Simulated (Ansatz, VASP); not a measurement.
## InPd in VASP and in Ansatz

```
In Pd
1.0
     3.67275    0.00000    0.00000
     0.00000    3.67275    0.00000
     0.00000    0.00000    2.59664
In Pd
1 1
Direct
  0.00000 0.00000 0.00000
  0.50000 0.50000 0.50000
```

Alike in both runs: task single point; functional LDA; k mesh 16 × 16 × 16; occupations gaussian, width 0.15 eV; no spin polarisation.

|  | VASP | Ansatz |
| --- | --- | --- |
| version | VASP 6.6.1 | Ansatz 0.2.0 |
| potentials or method | VASP PAW LDA potentials, release 64 (In_d, Pd), cutoff 520 eV | scalar-relativistic, plane waves, PAW |
| valence electrons in the cell | 23 | 31 |

```csv
,VASP,Ansatz,Ansatz less VASP
gap on the k mesh at the Fermi level (eV),none,none,-
pressure (GPa),2.3,1.9,-0.43
"traceless stress, the component that is largest in VASP (GPa)",27.65,27.44,-0.207
```

LDA's correlation is that of Perdew and Zunger in VASP and of Perdew and Wang (1992) in Ansatz. A gap of «none» marks a metal or a gap that the smearing closes. VASP's potentials hold 23 valence electrons a cell and Ansatz's 31, so a difference there can come from the potentials and not from the codes.
